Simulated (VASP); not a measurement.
# SiNi (CsCl type) (Pm-3m) in VASP: notebook

Runs on SiNi (CsCl type). Level: PBE. Tasks: single point, relaxation of cell and atoms.

All numbers are computed with VASP 6.6.1; they aren't measurements. Logs are shortened: lines on timing, memory, paths and dates and some standing lists are left out, and cuts for length are marked.

### 1 The cell of the first run

The structure is cubic, space group Pm-3m (No. 221). Conventional cell: a = 2.838 Å, b = 2.838 Å, c = 2.838 Å, α = 90.00°, β = 90.00°, γ = 90.00°. Ni (site symmetry m-3m) has 8 Si at 2.46 Å and 6 Ni at 2.84 Å within 3.2 Å. Si (site symmetry m-3m) has 8 Ni at 2.46 Å and 6 Si at 2.84 Å within 3.2 Å.

### 2 Single point, PBE

The input, INCAR:

```
SYSTEM = SiNi
PREC     = Accurate       ! precision mode
ENCUT    = 520            ! plane-wave cutoff, eV
EDIFF    = 1E-6           ! SCF threshold, eV
ISMEAR   = -1             ! smearing method
SIGMA    = 0.1            ! smearing width, eV
LREAL    = .False.        ! projectors in reciprocal space
LASPH    = .True.         ! aspherical terms in the spheres
NELM     = 100            ! most SCF steps
ALGO     = Normal         ! electronic algorithm
ISIF     = 2              ! what is computed and relaxed
LWAVE    = .False.        ! write WAVECAR
LCHARG   = .False.        ! write CHGCAR
GGA      = PE             ! functional
NBANDS   = 14             ! bands
```

The input, KPOINTS:

```
Automatic mesh
0
Gamma
  14 14 14
  0 0 0
```

The input, POSCAR:

```
SiNi
1.0
    2.8377052097      0.0000000000      0.0000000000
    0.0000000000      2.8377052097      0.0000000000
    0.0000000000      0.0000000000      2.8377052097
Ni Si
1 1
Direct
    0.0000000000      0.0000000000      0.0000000000
    0.5000000000      0.5000000000      0.5000000000
```

Potentials or basis: VASP PAW PBE potentials, release 64 (Ni, Si).

On the command line:

```bash
$ cat potpaw_PBE.64/Ni/POTCAR potpaw_PBE.64/Si/POTCAR > POTCAR
$ mpirun -np 1 vasp_std > vasp.out
```

OUTCAR:

```text
SYSTEM = SiNi
   PREC = Accurate
   ENCUT = 520
   EDIFF = 1E-6
   ISMEAR = -1
   LREAL = .False.
   LASPH = .True.
   NELM = 100
   ISIF = 2
   GGA = PE

 ion  position               nearest neighbor table
   1  0.000  0.000  0.000-   2 2.46   2 2.46   2 2.46   2 2.46   2 2.46   2 2.46   2 2.46   2 2.46

   2  0.500  0.500  0.500-   1 2.46   1 2.46   1 2.46   1 2.46   1 2.46   1 2.46   1 2.46   1 2.46

  LATTYP: Found a simple cubic cell.
 ALAT       =     2.8377052097

  Lattice vectors:

 A1 = (   2.8377052097,   0.0000000000,   0.0000000000)
 A2 = (   0.0000000000,   2.8377052097,   0.0000000000)
 A3 = (   0.0000000000,   0.0000000000,   2.8377052097)

Analysis of symmetry for initial positions (statically):
=====================================================================
 Subroutine PRICEL returns:
 Original cell was already a primitive cell.

 Routine SETGRP: Setting up the symmetry group for a
 simple cubic supercell.

 Subroutine GETGRP returns: Found 48 space group operations
 (whereof 48 operations were pure point group operations)
 out of a pool of 48 trial point group operations.

The static configuration has the point symmetry O_h .

Analysis of symmetry for dynamics (positions and initial velocities):
=====================================================================
 Subroutine PRICEL returns:
 Original cell was already a primitive cell.

 Routine SETGRP: Setting up the symmetry group for a
 simple cubic supercell.

 Subroutine GETGRP returns: Found 48 space group operations
 (whereof 48 operations were pure point group operations)
 out of a pool of 48 trial point group operations.

The dynamic configuration has the point symmetry O_h .

 Subroutine INISYM returns: Found 48 space group operations
 (whereof 48 operations are pure point group operations),
 and found     1 'primitive' translations

----------------------------------------------------------------------------------------

                                     Primitive cell

  volume of cell :      22.8508

  direct lattice vectors                    reciprocal lattice vectors
     2.837705210  0.000000000  0.000000000     0.352397422  0.000000000  0.000000000
     0.000000000  2.837705210  0.000000000     0.000000000  0.352397422  0.000000000
     0.000000000  0.000000000  2.837705210     0.000000000  0.000000000  0.352397422

  length of vectors
     2.837705210  2.837705210  2.837705210     0.352397422  0.352397422  0.352397422

[... 85 lines left out ...]
   NFREE  =      0    steps in history (QN), initial steepest desc. (CG)
   ISIF   =      2    stress and relaxation
   ISYM   =      2    0-nonsym 1-usesym 2-fastsym
   POTIM  = 0.5000    time-step for ionic-motion
   TEBEG  =    0.0;   TEEND  =   0.0 temperature during run
   PSTRESS=    0.0 pullay stress
   NELECT =      14.0000    total number of electrons
   NUPDOWN=      -1.0000    fix difference up-down
   EMIN   =  10.00;   EMAX   =-10.00  energy-range for DOS
   EFERMI =   0.00;   METHOD = LEGACY
   ISMEAR =    -1;   SIGMA  =   0.10  broadening in eV -4-tet -1-fermi 0-gaus
   EFERMI_NEDOS =   21; number of points for ismear=-14 and -15
   IALGO  =     38    algorithm
   IMIX   =      4    mixing-type and parameters
     AMIX     =   0.40;   BMIX     =  1.00
     AMIX_MAG =   1.60;   BMIX_MAG =  1.00
  volume/ion in A,a.u.               =      11.43        77.10
  Fermi-wavevector in a.u.,A,eV,Ry     =   1.390434  2.627538 26.304217  1.933305
  Thomas-Fermi vector in A             =   2.514369
   LORBIT       =      0    0 simple, 1 ext, 2 COOP (PROOUT), +10 PAW based schemes
   GGA     = PE    functional components
   LHFCALC =     F    Hartree Fock is set to
   AEXX    =    0.0000 exact exchange contribution
   IVDW    =     0    specifies the selected vdW correction
   LEPSILON=     F    determine dielectric tensor
   LRPA    =     F    only Hartree local field effects (RPA)
 non-spin polarized calculation
  energy-cutoff  :      520.00
  volume of cell :       22.85
 maximum number of plane-waves:       628
 NGX is ok and might be reduce to    24
   NGX = 11   NGY = 11   NGZ = 11

 number of electron      13.9999997 magnetization

 Free energy of the ion-electron system (eV)
  ---------------------------------------------------
  ext. energy  EPLUGINS =         0.00000000
  ---------------------------------------------------
  free energy    TOTEN  =       -11.47152488 eV

  energy without entropy =      -11.45001406  energy(sigma->0) =      -11.46076947

 E-fermi :  11.9093     XC(G=0): -12.5835

 val. band max:       11.8920866386   @ k =   0.5000   0.5000   0.1429
 cond. band min:      11.9664495907   @ k =   0.2143   0.1429   0.1429
 fundamental gap:      0.0743629521
 Fermi energy:        11.9093470641

 k-point     1 :       0.0000    0.0000    0.0000
  band No.  band energies     occupation
      1      -2.1791      2.00000
      2       7.7655      2.00000
      3       7.7655      2.00000
      4       9.6081      2.00000
      5       9.6081      2.00000
      6       9.6081      2.00000
      7      14.3695      0.00000
      8      14.3695      0.00000
      9      14.3695      0.00000
     10      18.6667      0.00000
     11      18.6667      0.00000
     12      22.0234      0.00000
     13      30.5686      0.00000
     14      30.5686      0.00000
[... 377 lines left out ...]
      1       0.8094      2.00000
      2       5.5599      2.00000
      3       7.8230      2.00000
      4       8.6346      2.00000
      5       8.9031      2.00000
      6       9.3849      2.00000
      7      10.6377      1.99999
      8      13.4129      0.00000
      9      17.9620      0.00000
     10      17.9765      0.00000
     11      20.9903      0.00000
     12      23.4427      0.00000
     13      26.0394      0.00000
     14      27.2190      0.00000

 [... further k-points ...]
[... 5 lines left out ...]
  --------------------------------------------------------------------------------------
  -------------------------------------------------------------------------------------
  Total        0.0259051      0.0259051      0.0259051      0.0000000     -0.0000000      0.0000000
  in kB        1.8163267      1.8163267      1.8163267      0.0000000     -0.0000000      0.0000000
  external PRESSURE =       1.8163267 kB  Pullay stress =       0.0000000 kB

 VOLUME and BASIS-vectors are now :
 -----------------------------------------------------------------------------
  energy-cutoff  :      520.00
  volume of cell :       22.85
      direct lattice vectors                 reciprocal lattice vectors
     2.837705210  0.000000000  0.000000000     0.352397422  0.000000000  0.000000000
     0.000000000  2.837705210  0.000000000     0.000000000  0.352397422  0.000000000
     0.000000000  0.000000000  2.837705210     0.000000000  0.000000000  0.352397422

 POSITION                                       TOTAL-FORCE (eV/Angst)
 -----------------------------------------------------------------------------------
      0.00000      0.00000      0.00000         0.000000      0.000000      0.000000
      1.41885      1.41885      1.41885         0.000000      0.000000      0.000000
 -----------------------------------------------------------------------------------
    total drift:                                0.000000      0.000000      0.000000

  FREE ENERGIE OF THE ION-ELECTRON SYSTEM (eV)
  ---------------------------------------------------
  free  energy   TOTEN  =       -11.4715248785 eV

  energy  without entropy=      -11.4500140613  energy(sigma->0) =      -11.46076947
```

It took 18 s on 1 thread of AMD EPYC 9R45 (Zen 5), shared host; peak memory 0.13 GiB.

What came out:

```
Free energy            : -11.4715 eV
Pressure               : 0.2 GPa
Band gap on the k mesh : zero (band 7 reaches 14.37 eV, above the bottom of band 8 at 11.17 eV)
```

Spin polarisation is off, so any magnetic state and its effect on volume and gap are missing.

### 3 Relaxation of cell and atoms, PBE, target pressure 0.087 GPa, at which the enthalpy is minimised

The input, INCAR:

```
ALGO = Normal ; EDIFF = 1E-7
EDIFFG = -0.005 ; ENCUT = 600
GGA = PE ; IBRION = 2
ISIF = 3 ; ISMEAR = -1
LASPH = True ; LCHARG = False
LREAL = False ; LWAVE = False
NELM = 100 ; NSW = 32
PREC = Accurate ; PSTRESS = 0.8699999999999999
SIGMA = 0.1
```

The input, KPOINTS:

```
k-points
0
Gamma
  14 14 14
```

POSCAR is that of step 2.

Potentials or basis: VASP PAW PBE potentials, release 64 (Ni, Si).

On the command line:

```bash
$ cat potpaw_PBE.64/Ni/POTCAR potpaw_PBE.64/Si/POTCAR > POTCAR
$ mpirun -np 1 vasp_std > vasp.out
```

OUTCAR:

```text
EDIFF = 1E-7
   EDIFFG = -0.005
   ENCUT = 600
   GGA = PE
   IBRION = 2
   ISIF = 3
   ISMEAR = -1
   LASPH = True
   LREAL = False
   NELM = 100
   NSW = 32
   PREC = Accurate
   PSTRESS = 0.8699999999999999

 ion  position               nearest neighbor table
   1  0.000  0.000  0.000-   2 2.46   2 2.46   2 2.46   2 2.46   2 2.46   2 2.46   2 2.46   2 2.46

   2  0.500  0.500  0.500-   1 2.46   1 2.46   1 2.46   1 2.46   1 2.46   1 2.46   1 2.46   1 2.46

  LATTYP: Found a simple cubic cell.
 ALAT       =     2.8377052097

  Lattice vectors:

 A1 = (   2.8377052097,   0.0000000000,   0.0000000000)
 A2 = (   0.0000000000,   2.8377052097,   0.0000000000)
 A3 = (   0.0000000000,   0.0000000000,   2.8377052097)

Analysis of symmetry for initial positions (statically):
=====================================================================
 Subroutine PRICEL returns:
 Original cell was already a primitive cell.

 Routine SETGRP: Setting up the symmetry group for a
 simple cubic supercell.

 Subroutine GETGRP returns: Found 48 space group operations
 (whereof 48 operations were pure point group operations)
[... 179 lines left out ...]
      6       9.6080      2.00000
      7      14.3694      0.00000
      8      14.3694      0.00000
      9      14.3694      0.00000
     10      18.6666      0.00000
     11      18.6666      0.00000
[... 309 lines left out ...]
 k-point    24 :       0.3571    0.2143    0.0000
  band No.  band energies     occupation
      1       0.8093      2.00000
      2       5.5599      2.00000
      3       7.8229      2.00000
      4       8.6345      2.00000
      5       8.9029      2.00000
      6       9.3848      2.00000
      7      10.6376      1.99999
      8      13.4128      0.00000
      9      17.9619      0.00000
     10      17.9764      0.00000
     11      20.9902      0.00000

 [... further k-points ...]

------------------------ aborting loop because EDIFF is reached ----------------------------------------

  FORCE on cell =-STRESS in cart. coord.  units (eV):
  Direction    XX          YY          ZZ          XY          YZ          ZX
  --------------------------------------------------------------------------------------
  -------------------------------------------------------------------------------------
  Total        0.0171913      0.0171913      0.0171913     -0.0000000      0.0000000      0.0000000
  in kB        1.2053651      1.2053651      1.2053651     -0.0000000      0.0000000      0.0000000
  external PRESSURE =       0.3353651 kB  Pullay stress =       0.8700000 kB

 VOLUME and BASIS-vectors are now :
 -----------------------------------------------------------------------------
  energy-cutoff  :      600.00
  volume of cell :       22.85
      direct lattice vectors                 reciprocal lattice vectors
     2.837705210  0.000000000  0.000000000     0.352397422  0.000000000  0.000000000
     0.000000000  2.837705210  0.000000000     0.000000000  0.352397422  0.000000000
     0.000000000  0.000000000  2.837705210     0.000000000  0.000000000  0.352397422

 POSITION                                       TOTAL-FORCE (eV/Angst)
 -----------------------------------------------------------------------------------
      0.00000      0.00000      0.00000         0.000000      0.000000      0.000000
      1.41885      1.41885      1.41885         0.000000      0.000000      0.000000
 -----------------------------------------------------------------------------------
    total drift:                                0.000000      0.000000      0.000000

  FREE ENERGIE OF THE ION-ELECTRON SYSTEM (eV)
  ---------------------------------------------------
  free  energy   TOTEN  =       -11.4712842698 eV

  energy  without entropy=      -11.4497730995  energy(sigma->0) =      -11.46052868

  enthalpy is  TOTEN    =       -11.4588760207 eV   P V=        0.0124082491

 reached required accuracy - stopping structural energy minimisation
```

It took 17 s on 1 thread of AMD EPYC 9R45 (Zen 5), shared host; peak memory 0.14 GiB.

Results:

- Free energy: -11.4713 eV
- Pressure after relaxing: 0.1 GPa
- Band gap on the k mesh: zero (band 7 reaches 14.37 eV, above the bottom of band 8 at 11.17 eV)

Final structure:
```xyz
2
Lattice="2.8377 0.0000 0.0000 0.0000 2.8377 0.0000 0.0000 0.0000 2.8377" Properties=species:S:1:pos:R:3 pbc="T T T"
Ni    0.0000    0.0000    0.0000
Si    1.4189    1.4189    1.4189
```

Caveat: the relaxation stopped at its first step, so nothing moved; the cell is relaxed towards a set pressure, so the enthalpy falls and the energy may rise. Spin polarisation is off, so any magnetic state and its effect on volume and gap are missing.
